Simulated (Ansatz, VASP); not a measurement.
Be: VASP beside Ansatz

INCAR

```
SYSTEM = Be
PREC     = Accurate       ! precision mode
ENCUT    = 600            ! plane-wave cutoff, eV
EDIFF    = 1E-6           ! SCF threshold, eV
ISMEAR   = 0              ! smearing method
SIGMA    = 0.1            ! smearing width, eV
LREAL    = .False.        ! projectors in reciprocal space
LASPH    = .True.         ! aspherical terms in the spheres
NELM     = 80             ! most SCF steps
ALGO     = Normal         ! electronic algorithm
ISIF     = 3              ! what is computed and relaxed
LWAVE    = .False.        ! write WAVECAR
LCHARG   = .False.        ! write CHGCAR
GGA      = PS             ! functional
IBRION   = 2              ! ionic algorithm
NSW      = 100            ! ionic steps
EDIFFG   = -0.005         ! ionic threshold
```

File KPOINTS:

```
Automatic mesh
0
Gamma
  21 21 12
  0 0 0
```

Contents of POSCAR:

```
Be
1.0
    2.2853000000      0.0000000000      0.0000000000
   -1.1426500000      1.9791278553      0.0000000000
    0.0000000000      0.0000000000      3.5842000000
Be
2
Direct
    0.3333333333      0.6666666667      0.2500000000
    0.6666666667      0.3333333333      0.7500000000
```

Input for Ansatz:

```yaml
crystal:
  lattice:
    - [2.2853, 0.0, 0.0]
    - [-1.14265, 1.9791278553, 0.0]
    - [0.0, 0.0, 3.5842]
  atoms:
    - { symbol: Be, position: [0.3333333333, 0.6666666667, 0.25] }
    - { symbol: Be, position: [0.6666666667, 0.3333333333, 0.75] }
basis:
  ecutwfc: 420
kpoints:
  mp_grid: { grid: [21, 21, 12] }
hamiltonian:
  xc: pbesol
scf:
  occupations: { method: gaussian, width: 0.1 }
output:
  forces: true
  stress: true
  eigenvalues: true
  write_density: true
  write_potential: true
  elf: true
  volumetric_format: npy
relax:
  adjacent_minimum: "off"
  f_tol: 0.005
  max_steps: 80
  cell: { stress_tol: 0.05 }
```

Alike in both runs: task relaxation of cell and atoms; functional PBEsol; k mesh 21 × 21 × 12; occupations gaussian, width 0.1 eV; no spin polarisation.

|  | VASP | Ansatz |
| --- | --- | --- |
| version | VASP 6.6.1 | Ansatz 0.2.0 |
| potentials or method | VASP PAW PBE potentials, release 64 (Be), cutoff 600 eV | scalar-relativistic, plane waves, PAW |
| valence electrons in the cell | 4 | 4 |

```tsv
	VASP	Ansatz	Ansatz less VASP
gap on the k mesh at the Fermi level, each at its own relaxed structure (eV)	none	none	-
relaxed volume (Å³/atom)	7.85	7.84	-0.018
relaxed length of the cell vector where the two differ most in proportion (Å)	3.561	3.558	-0.0028
```

VASP's potentials were made for PBE, not for PBEsol. A gap of «none» marks a metal or a gap that the smearing closes.
